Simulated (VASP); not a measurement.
# Ba8Zr8O23 (a cell with a defect) in VASP: single point with PBEsol

Aim: the single point of Ba8Zr8O23 (a cell with a defect) with PBEsol.

Everything below comes from runs of VASP 6.6.1. Logs are shortened: lines on timing, memory, paths and dates and some standing lists are left out, and cuts for length are marked.

## 1. The cell of the first run

The cell holds a defect, 39 atoms: a = 8.362 Å, b = 8.362 Å, c = 8.362 Å, α = 90.00°, β = 90.00°, γ = 90.00°.

## 2. Single point, PBEsol, collinear spin

The input, INCAR:

```
PREC = Accurate
ENCUT = 520
EDIFF = 1E-6
ISMEAR = -1
SIGMA = 0.05
LREAL = Auto
LASPH = T
NELM = 150
ALGO = Normal
ISIF = 2
LWAVE = F
LCHARG = T
ISPIN = 2
MAGMOM = 0 0 0 0 0 0 0 0 1 1 0 0 0 0 0 0 0 0 0 0 0 0 0 0 0 0 0 0 0 0 0 0 0 0 0 0 0 0 0
LORBIT = 11
LMAXMIX = 4
GGA = PS
LELF = T
LVHAR = T
NBANDS = 186
NELECT = 312.0
ISYM = 0
```

The input, KPOINTS:

```
Automatic mesh
0
Gamma
  1 1 1
  0.25 0.25 0.25
```

The input, POSCAR:

```
Ba8Zr8O23
1.0
    8.3619610000      0.0000000000      0.0000000000
    0.0000000000      8.3619610000      0.0000000000
    0.0000000000      0.0000000000      8.3619610000
Ba Zr O
8 8 23
Direct
    0.9898350000      0.9884990000      0.0001360000
    0.9932210000      0.9919850000      0.4992930000
    0.9903760000      0.5089770000      0.0006320000
    0.9929370000      0.5065740000      0.5005360000
    0.5102480000      0.9890130000      0.0004740000
    0.5078170000      0.9917520000      0.5005940000
    0.5109750000      0.5097190000      0.0008630000
    0.5076640000      0.5063310000      0.5017660000
    0.2505830000      0.2493750000      0.2347550000
    0.2504180000      0.2491070000      0.7662810000
    0.2505690000      0.7487990000      0.2538180000
    0.2501680000      0.7494760000      0.7473030000
    0.7500070000      0.2493930000      0.2537330000
    0.7507270000      0.2489550000      0.7472510000
    0.7503380000      0.7492050000      0.2506730000
    0.7504000000      0.7491370000      0.7504300000
    0.2513110000      0.2495460000      0.0005220000
    0.2502160000      0.7492040000      0.0005600000
    0.2504010000      0.7493840000      0.5005710000
    0.7505740000      0.2493150000      0.0004940000
    0.7509180000      0.2495030000      0.5005020000
    0.7506600000      0.7493050000      0.0005450000
    0.7504720000      0.7491780000      0.5005490000
    0.0067370000      0.2499410000      0.2720740000
    0.0060180000      0.2484840000      0.7298440000
    0.0004920000      0.7493310000      0.2465810000
    0.0004180000      0.7492180000      0.7549140000
    0.4948150000      0.2500150000      0.2718630000
    0.4940650000      0.2484610000      0.7280160000
    0.5002820000      0.7491970000      0.2459440000
    0.5002350000      0.7491570000      0.7548630000
    0.2510790000      0.0056770000      0.2726760000
    0.2498460000      0.0047750000      0.7299180000
    0.2509770000      0.4937160000      0.2715370000
    0.2497270000      0.4928620000      0.7283920000
    0.7501630000      0.9993800000      0.2465510000
    0.7501220000      0.9992680000      0.7549790000
    0.7501510000      0.4991880000      0.2460150000
    0.7500980000      0.4990700000      0.7547400000
```

Potentials or basis: VASP PAW PBE potentials, release 64 (Ba_sv, Zr_sv, O).

Launch:

```sh
$ cat potpaw_PBE.64/Ba_sv/POTCAR potpaw_PBE.64/Zr_sv/POTCAR potpaw_PBE.64/O/POTCAR > POTCAR
$ mpirun -np 1 vasp_std > vasp.out
```

OUTCAR:

```text
PREC = Accurate
   ENCUT = 520
   EDIFF = 1E-6
   ISMEAR = -1
   LREAL = Auto
   LASPH = T
   NELM = 150
   ISIF = 2
   ISPIN = 2
   LORBIT = 11
   GGA = PS
   NELECT = 312.0
   ISYM = 0

 ion  position               nearest neighbor table
   1  0.990  0.988  0.000-  22 2.83  27 2.87  37 2.87  26 2.87  36 2.88  18 2.96  20 2.96  17 3.09
                            33 3.14  25 3.14  24 3.16  32 3.16  16 3.52  15 3.52  12 3.63  14 3.63
   2  0.993  0.992  0.499-  23 2.87  32 2.87  24 2.88  25 2.89  33 2.89  26 2.93  36 2.93  27 2.95
                            37 2.95  19 2.96  21 2.96  15 3.55  16 3.56  11 3.60  13 3.60  14 3.61
   3  0.990  0.509  0.001-  22 2.84  38 2.87  27 2.87  39 2.88  26 2.88  20 2.96  18 2.96  17 3.08
                            24 3.14  25 3.14  34 3.15  35 3.15  15 3.53  16 3.53  13 3.64  14 3.64
   4  0.993  0.507  0.501-  23 2.87  35 2.87  24 2.88  34 2.89  25 2.89  26 2.94  27 2.94  39 2.94
                            38 2.94  21 2.95  19 2.96  16 3.55  15 3.55  14 3.61  11 3.61  12 3.61
   5  0.510  0.989  0.000-  22 2.84  30 2.87  37 2.87  31 2.87  36 2.88  18 2.96  20 2.96  17 3.07
                            33 3.14  32 3.15  29 3.15  28 3.15  16 3.53  15 3.53  12 3.64  11 3.64
   6  0.508  0.992  0.501-  23 2.87  29 2.87  32 2.87  28 2.89  33 2.89  36 2.94  37 2.94  31 2.94
                            30 2.94  19 2.96  21 2.96  15 3.55  16 3.55  12 3.61  13 3.61  14 3.61
   7  0.511  0.510  0.001-  22 2.83  38 2.87  30 2.87  39 2.87  31 2.87  20 2.96  18 2.96  17 3.07
                            34 3.14  28 3.14  35 3.16  29 3.16  15 3.52  16 3.52  13 3.63  11 3.63
   8  0.508  0.506  0.502-  29 2.87  23 2.87  35 2.87  28 2.88  34 2.89  39 2.93  31 2.93  38 2.95
                            30 2.95  21 2.96  19 2.96  16 3.54  15 3.56  14 3.60  12 3.60  13 3.61
   9  0.251  0.249  0.235-  17 1.96  32 2.06  24 2.06  28 2.07  34 2.07   3 3.64   5 3.65   7 3.65
                             1 3.66   2 3.76   4 3.77   6 3.77   8 3.77
  10  0.250  0.249  0.766-  17 1.96  29 2.06  35 2.06  33 2.07  25 2.07   5 3.64   3 3.65   1 3.65
                             7 3.65   8 3.76   6 3.77   4 3.77   2 3.77
  11  0.251  0.749  0.254-  19 2.06  30 2.09  26 2.09  18 2.12  34 2.14  32 2.15   2 3.60   4 3.61
                             6 3.61   8 3.61   7 3.63   3 3.64   5 3.64   1 3.64
  12  0.250  0.749  0.747-  19 2.06  27 2.09  31 2.09  18 2.12  33 2.14  35 2.15   8 3.60   6 3.61
                             4 3.61   2 3.61   1 3.63   5 3.64   3 3.64   7 3.64
  13  0.750  0.249  0.254-  21 2.06  38 2.09  36 2.09  20 2.12  28 2.14  24 2.15   2 3.60   6 3.61
                             4 3.61   8 3.61   7 3.63   3 3.64   5 3.64   1 3.64
  14  0.751  0.249  0.747-  21 2.06  37 2.09  39 2.09  20 2.12  25 2.14  29 2.15   8 3.60   4 3.61
                             6 3.61   2 3.61   1 3.63   3 3.64   5 3.64   7 3.64
  15  0.750  0.749  0.251-  23 2.09  38 2.09  30 2.09  22 2.09  26 2.09  36 2.09   7 3.52   1 3.52
                             5 3.53   3 3.53   2 3.55   6 3.55   4 3.55   8 3.56
  16  0.750  0.749  0.750-  23 2.09  27 2.09  39 2.09  22 2.09  37 2.09  31 2.09   1 3.52   7 3.52
                             5 3.53   3 3.53   8 3.54   4 3.55   6 3.55   2 3.56
  17  0.251  0.250  0.001-   9 1.96  10 1.96   5 3.07   7 3.07   3 3.08   1 3.09
  18  0.250  0.749  0.001-  12 2.12  11 2.12   1 2.96   5 2.96   3 2.96   7 2.96
[... 234 lines left out ...]
      2     -43.5932      1.00000
      3     -43.2533      1.00000
      4     -43.2530      1.00000
      5     -43.2505      1.00000
      6     -43.2504      1.00000
[... 673 lines left out ...]
    167       8.7274      0.00000
    168       8.8598      0.00000
 Fermi energy:         4.7683783157

 spin component 2

 k-point     1 :       0.2500    0.2500    0.2500
  band No.  band energies     occupation
      1     -43.5982      1.00000
      2     -43.5932      1.00000
      3     -43.2533      1.00000
      4     -43.2530      1.00000
      5     -43.2505      1.00000
      6     -43.2504      1.00000
[... 673 lines left out ...]
    167       8.7273      0.00000
    168       8.8598      0.00000
 [bands above 168 left out]

------------------------ aborting loop because EDIFF is reached ----------------------------------------

  FORCE on cell =-STRESS in cart. coord.  units (eV):
  Direction    XX          YY          ZZ          XY          YZ          ZX
  --------------------------------------------------------------------------------------
  -------------------------------------------------------------------------------------
  Total      -14.6431127    -14.6263263     -9.8898992      0.0131181     -0.0117400      0.0036428
  in kB      -40.1254183    -40.0794199    -27.1005456      0.0359466     -0.0321702      0.0099821
  external PRESSURE =     -35.7684613 kB  Pullay stress =       0.0000000 kB

 VOLUME and BASIS-vectors are now :
 -----------------------------------------------------------------------------
  energy-cutoff  :      520.00
  volume of cell :      584.69
      direct lattice vectors                 reciprocal lattice vectors
     8.361961000  0.000000000  0.000000000     0.119589173  0.000000000  0.000000000
     0.000000000  8.361961000  0.000000000     0.000000000  0.119589173  0.000000000
     0.000000000  0.000000000  8.361961000     0.000000000  0.000000000  0.119589173

 POSITION                                       TOTAL-FORCE (eV/Angst)
 -----------------------------------------------------------------------------------
      8.27696      8.26579      0.00114         0.077637      0.083418      0.001895
      8.30528      8.29494      4.17507         0.002583      0.004680      0.039310
      8.28149      4.25605      0.00528         0.053059     -0.049324     -0.001127
      8.30290      4.23595      4.18546         0.010018     -0.010297     -0.000308
      4.26667      8.27009      0.00396        -0.054757      0.058892      0.001731
      4.24635      8.29299      4.18595        -0.013813      0.013651     -0.005211
[... 31 lines left out ...]
      6.27273      4.17419      2.05717         0.013049      0.007467      0.007172
      6.27229      4.17320      6.31111         0.001305     -0.009800     -0.004037
 -----------------------------------------------------------------------------------
    total drift:                                0.016629     -0.038415     -0.003039

  FREE ENERGIE OF THE ION-ELECTRON SYSTEM (eV)
  ---------------------------------------------------
  free  energy   TOTEN  =      -349.9141197753 eV

  energy  without entropy=     -349.9141197753  energy(sigma->0) =     -349.91411978

 total charge

# of ion       s       p       d       tot
------------------------------------------
    1        1.996   5.607   0.272   7.875
    2        1.997   5.611   0.280   7.889
    3        1.996   5.607   0.271   7.874
    4        1.997   5.612   0.280   7.889
    5        1.996   5.607   0.271   7.874
    6        1.997   5.612   0.280   7.889
[... 31 lines left out ...]
   38        1.557   3.463   0.000   5.021
   39        1.557   3.463   0.000   5.020
--------------------------------------------------
tot         69.401 172.993  13.816 256.210

 magnetization (x)

# of ion       s       p       d       tot
------------------------------------------
    1        0.000   0.000  -0.000   0.000
    2        0.000   0.000  -0.000   0.000
    3        0.000   0.000  -0.000   0.000
    4        0.000   0.000  -0.000   0.000
    5        0.000   0.000  -0.000   0.000
    6        0.000   0.000  -0.000   0.000
[... 31 lines left out ...]
   38        0.000   0.000   0.000   0.000
   39        0.000   0.000   0.000   0.000
--------------------------------------------------
tot          0.000   0.000  -0.000   0.000
```

OSZICAR:

```text
N       E                     dE             d eps       ncg     rms          rms(c)
DAV:   1     0.285422191103E+04    0.28542E+04   -0.16692E+05  2976   0.165E+03
DAV:   2    -0.112732964318E+03   -0.29670E+04   -0.28704E+04  3600   0.425E+02
DAV:   3    -0.385000132997E+03   -0.27227E+03   -0.27085E+03  3768   0.126E+02
DAV:   4    -0.402747083545E+03   -0.17747E+02   -0.17732E+02  4600   0.279E+01
DAV:   5    -0.403993339445E+03   -0.12463E+01   -0.12461E+01  4600   0.508E+00    0.864E+01
DAV:   6    -0.350373031840E+03    0.53620E+02   -0.31540E+02  3728   0.432E+01    0.404E+01
DAV:   7    -0.350139772833E+03    0.23326E+00   -0.31884E+01  3928   0.128E+01    0.209E+01
DAV:   8    -0.349889986099E+03    0.24979E+00   -0.28040E+00  3928   0.433E+00    0.411E+00
DAV:   9    -0.349908816981E+03   -0.18831E-01   -0.28769E-01  4296   0.121E+00    0.223E+00
DAV:  10    -0.349910089964E+03   -0.12730E-02   -0.32194E-02  3648   0.570E-01    0.870E-01
DAV:  11    -0.349913662809E+03   -0.35728E-02   -0.12634E-02  3496   0.381E-01    0.197E-01
DAV:  12    -0.349913928385E+03   -0.26558E-03   -0.27797E-03  4208   0.134E-01    0.107E-01
DAV:  13    -0.349914031994E+03   -0.10361E-03   -0.31623E-04  3904   0.478E-02    0.440E-02
DAV:  14    -0.349914108510E+03   -0.76516E-04   -0.97787E-05  3416   0.284E-02    0.165E-02
DAV:  15    -0.349914117787E+03   -0.92776E-05   -0.27421E-05  4016   0.132E-02    0.896E-03
DAV:  16    -0.349914119333E+03   -0.15454E-05   -0.35955E-06  2952   0.493E-03    0.448E-03
DAV:  17    -0.349914119775E+03   -0.44261E-06   -0.14771E-06  2416   0.324E-03
   1 F= -.34991412E+03 E0= -.34991412E+03  d E =-.196927E-10  mag=    -0.0000
```

It took 45 min on 1 thread of Oxide Virtual Turin-like, shared host; peak memory 1.1 GiB.

Results:

- Free energy: -349.9141 eV
- Largest force: 0.114 eV/Å
- Net moment: 0.00 μB per cell
- Valence electrons inside the program's atomic spheres: Ba 7.88, 7.89, 7.87 (each value once); Zr 9.82, 9.68, 9.74 (each value once); O 5.06, 5.00, 5.03, 5.02 (each value once)

Forces on the atoms (eV/Å):
```
Ba   0.078  0.083  0.002
Ba   0.003  0.005  0.039
Ba   0.053 -0.049 -0.001
Ba   0.010 -0.010  0.000
Ba  -0.055  0.059  0.002
Ba  -0.014  0.014 -0.005
Ba  -0.078 -0.075  0.002
Ba  -0.004 -0.001 -0.041
Zr   0.008 -0.004  0.043
Zr  -0.007 -0.008 -0.035
Zr  -0.003  0.035  0.002
Zr   0.001 -0.023 -0.004
Zr   0.027  0.002  0.004
Zr  -0.022  0.000 -0.003
Zr  -0.003 -0.010  0.016
Zr   0.006  0.008 -0.012
O   -0.002 -0.003  0.000
O    0.001 -0.003  0.005
O    0.003 -0.003  0.002
O   -0.007 -0.006  0.004
O    0.000 -0.005  0.003
O   -0.002 -0.002  0.004
O   -0.003 -0.002  0.004
O   -0.023 -0.009 -0.031
O    0.009  0.017  0.015
O    0.009  0.001 -0.002
O   -0.007 -0.007 -0.012
O   -0.008 -0.015 -0.016
O    0.024  0.018  0.036
O    0.008  0.007  0.008
O   -0.010 -0.004 -0.006
O   -0.016 -0.026 -0.038
O    0.010  0.005  0.010
O   -0.018 -0.009 -0.011
O    0.010  0.024  0.031
O    0.009  0.007 -0.003
O   -0.002 -0.008 -0.014
O    0.013  0.007  0.007
O    0.001 -0.010 -0.004
```

Levels at points of the mesh, in eV from the Fermi level:
Spin up:
| k point | band 154 | band 155 | band 156 | band 157 | band 158 | band 159 |
| --- | --- | --- | --- | --- | --- | --- |
| (0.25, 0.25, 0.25) | -1.42 | -1.33 | -1.32 | 1.74 | 2.63 | 2.64 |
Spin down:
```tsv
k point	band 152	band 153	band 154	band 155	band 156	band 157	band 158	band 159	band 160	band 161
(0.25, 0.25, 0.25)	-1.56	-1.43	-1.42	-1.33	-1.32	1.74	2.63	2.64	2.69	2.90
```

Caveat: the cell carries a net charge on a neutralising background, which shifts energy and pressure; the cell is charged against a uniform background, so pressure and absolute levels hang on convention; the PAW data sets were made with another functional, which shifts forces and pressure a little; spin-orbit coupling is left out, which moves the levels of the heavy elements.
